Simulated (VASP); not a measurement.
HgTe: single point with PBEsol

Crystal: HgTe.

```
Hg Te
1.0
    -2.90197    2.90197    1.58074
     2.90197   -2.90197    1.58074
     2.90197    2.90197   -1.58074
Hg Te
1 1
Direct
  0.25000 0.75000 0.50000
  0.00000 0.00000 0.00000
```

```json
{"Program": "VASP 6.6.1", "Task": "single point", "Functional": "PBEsol", "Potentials or basis": "VASP PAW PBE potentials, release 64 (Hg, Te)", "Cutoff": "520 eV", "k mesh": "16 × 16 × 16", "Occupations": "gaussian, width 0.1 eV", "Spin": "no spin polarisation", "Dipole correction": "no", "Further INCAR settings": "ALGO = Normal; EDIFF = 1e-06; NBANDS = 16"}
```

```
Pressure               : 0.1 GPa
Band gap on the k mesh : zero (bands 9 and 10 overlap by 4.39 eV)
```

Levels at points of the mesh, in eV from the Fermi level:
| k point | band 7 | band 8 | band 9 | band 10 | band 11 | band 12 |
| --- | --- | --- | --- | --- | --- | --- |
| (0.00, 0.00, 0.00) | -3.15 | -2.56 | -2.56 | 3.01 | 4.64 | 7.60 |
| (0.50, 0.00, 0.00) | -4.78 | -2.24 | -1.50 | -0.48 | 3.51 | 3.51 |
| (0.50, 0.50, 0.00) | -6.41 | -0.64 | 2.06 | 2.22 | 2.37 | 3.43 |
| (0.50, 0.50, 0.50) | -4.87 | -4.87 | -4.64 | 2.54 | 6.32 | 9.12 |

Run time: 2.9 min on 1 thread of Intel(R) Xeon(R) Platinum 8488C (Sapphire Rapids), with other jobs on the host, peak memory 0.44 GiB.

Caveat: the PAW data sets were made with another functional, which shifts forces and pressure a little; spin-orbit coupling is left out, which moves the levels of the heavy elements.
